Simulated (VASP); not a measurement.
## Sr: single point with RPBE

Crystal: Sr.

```
Sr
1.0
     0.00000    4.72500    4.72500
     4.72500    0.00000    4.72500
     4.72500    4.72500    0.00000
Sr
2
Direct
  0.12500 0.12500 0.12500
  0.87500 0.87500 0.87500
```

This cell differs from its parent crystal: volume scaled by 0.88.

```
Program             : VASP 6.6.1
Task                : single point
Functional          : RPBE
Potentials or basis : VASP PAW PBE potentials, release 64 (Sr_sv)
Cutoff              : 520 eV
k mesh              : 6 × 6 × 6
Occupations         : fermi-dirac, width 0.1 eV
Spin                : no spin polarisation
```

- Pressure: 0.4 GPa
- Band gap on the k mesh: zero (band 10 reaches 0.53 eV, above the bottom of band 11 at -0.24 eV)

Levels at points of the mesh, in eV from the Fermi level:
| k point | band 8 | band 9 | band 10 | band 11 | band 12 | band 13 |
| --- | --- | --- | --- | --- | --- | --- |
| (0.00, 0.00, 0.00) | -19.57 | -2.68 | 0.68 | 0.68 | 0.68 | 0.90 |
| (0.50, 0.00, 0.00) | -19.56 | -1.75 | -0.73 | 0.70 | 0.74 | 0.74 |
| (0.50, 0.50, 0.00) | -19.55 | -1.01 | -1.01 | 0.19 | 0.19 | 0.83 |

Wall time 55 s on 1 thread of Intel(R) Xeon(R) Platinum 8488C (Sapphire Rapids), on a shared host, peak memory 0.33 GiB.

Caveat: the PAW data sets were made with another functional, which shifts forces and pressure a little.
